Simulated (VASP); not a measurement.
Here is a VASP 6.6.1 calculation.

The input INCAR:

```
PREC     = Accurate       # precision mode
ENCUT    = 600            # plane-wave cutoff, eV
EDIFF    = 1E-6           # SCF threshold, eV
ISMEAR   = 0              # smearing method
SIGMA    = 0.01           # smearing width, eV
LREAL    = False          # projectors in reciprocal space
LASPH    = True           # aspherical terms in the spheres
NELM     = 120            # most SCF steps
ALGO     = Normal         # electronic algorithm
ISIF     = 2              # what is computed and relaxed
LWAVE    = False          # write WAVECAR
LCHARG   = True           # write CHGCAR
GGA      = PE             # functional
LELF     = True           # ELF
LVHAR    = True         
NBANDS   = 26             # bands
GGA_COMPAT= False
```

File KPOINTS:

```
Automatic mesh
0
Gamma
  8 8 5
```

POSCAR

```
GaN
1.0
    3.1900000000      0.0000000000      0.0000000000
   -1.5950000000      2.7626210381      0.0000000000
    0.0000000000      0.0000000000      5.1860000000
Ga N
2 2
Direct
    0.3333333333      0.6666666667      0.0000000000
    0.6666666667      0.3333333333      0.5000000000
    0.3333333333      0.6666666667      0.3789000000
    0.6666666667      0.3333333333      0.8789000000
```

Potentials or basis: VASP PAW PBE potentials, release 64 (Ga_d, N).

Run with:

```bash
$ cat potpaw_PBE.64/Ga_d/POTCAR potpaw_PBE.64/N/POTCAR > POTCAR
$ mpirun -np 1 vasp_std > vasp.out
```

What does it give for the pressure?

5.2 GPa.

Estimate the largest force.

0.112 eV/Å.

Estimate the band gap on the k mesh.

1.93 eV.

Forces in eV/Å, atoms in the order of the input:
```
Ga   0.000  0.000  0.112
Ga   0.000  0.000  0.112
N    0.000  0.000 -0.112
N    0.000  0.000 -0.112
```

Caveat: the cell stands under pressure.
